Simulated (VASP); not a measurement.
Input of a VASP 6.6.1 run:

The input INCAR:

```
SYSTEM = WS2
PREC = Accurate
ENCUT = 520
EDIFF = 1E-6
ISMEAR = 0
SIGMA = 0.05
LREAL = .FALSE.
LASPH = .TRUE.
NELM = 60
ALGO = Normal
ISIF = 2
LWAVE = .FALSE.
LCHARG = .TRUE.
GGA = PS
LELF = .TRUE.
LVHAR = .TRUE.
NBANDS = 35
```

KPOINTS

```
regular mesh
0
G
  12 12 2
  0 0 0
```

File POSCAR:

```
WS2
1.0
    3.1462408358      0.0000000000      0.0000000000
   -1.5731204179      2.7247244902     -0.1271083975
    0.0000000000     -0.5922989416     12.6966546967
W S
2 4
Direct
    0.3832056140      0.7664112280      0.2461958647
    0.6167943860      0.2335887720      0.7538041353
    0.2567633210      0.5135266419      0.6300963498
    0.6895925302      0.3791850605      0.1223922681
    0.3104074698      0.6208149395      0.8776077319
    0.7432366790      0.4864733581      0.3699036502
```

Potentials or basis: VASP PAW PBE potentials, release 64 (W_sv, S).

The run is started by

```bash
$ cat potpaw_PBE.64/W_sv/POTCAR potpaw_PBE.64/S/POTCAR > POTCAR
$ mpirun -np 1 vasp_std > vasp.out
```

**Question.** Estimate the pressure.

**Answer.** 0.2 GPa.

**Question.** What does it give for the largest force?

**Answer.** 0.015 eV/Å.

Stress tensor (GPa, compression positive):
```
 0.22  0.00  0.00
 0.00 -0.07  0.10
 0.00  0.10  0.57
```

Caveat: the cell differs from its parent crystal (engineering shear strain xz +0.0000, engineering shear strain yz -0.0933); the PAW data sets were made with another functional, which shifts forces and pressure a little; this functional lacks dispersion, which binds layers or chains, so the pressure and a relaxed spacing across them are unreliable.
